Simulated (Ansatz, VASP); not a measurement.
## AgCl: VASP beside Ansatz

```
Ag Cl
1.0
     0.00000    2.60583    2.67731
     2.60583    0.00000    2.67731
     2.60583    2.60583    0.00000
Ag Cl
1 1
Direct
  0.50927 0.49073 0.50927
  0.97180 0.02820 0.97180
```

Change from the starting cell: mode 5 frozen in at -0.151 Å, equal normal strain along x and y -0.0267.

Alike in both runs: task single point; functional LDA; k mesh 10 × 10 × 10; occupations gaussian, width 0.05 eV; no spin polarisation.

|  | VASP | Ansatz |
| --- | --- | --- |
| version | VASP 6.6.1 | Ansatz 0.2.0 |
| potentials or method | VASP PAW LDA potentials, release 64 (Ag, Cl), cutoff 520 eV | scalar-relativistic, plane waves, PAW |
| valence electrons in the cell | 18 | 26 |

VASP gave:

* gap on the k mesh at the Fermi level (eV): 0.68
* least direct gap on the mesh (eV): 2.89
* pressure (GPa): 5.7
* traceless stress, the component that is largest in VASP (GPa): 3.50
* rms of the force components (eV/Å): 0.399

Task: What did Ansatz give for the same quantities?

Result: gap on the k mesh at the Fermi level (eV): 0.65; least direct gap on the mesh (eV): 2.86; pressure (GPa): 5.7; traceless stress, the component that is largest in VASP (GPa): 3.48; rms of the force components (eV/Å): 0.396.

LDA's correlation is that of Perdew and Zunger in VASP and of Perdew and Wang (1992) in Ansatz. Atom by atom the forces differ by 0.003 eV/Å (rms over components). VASP's potentials hold 18 valence electrons a cell and Ansatz's 26, so a difference there can come from the potentials and not from the codes.
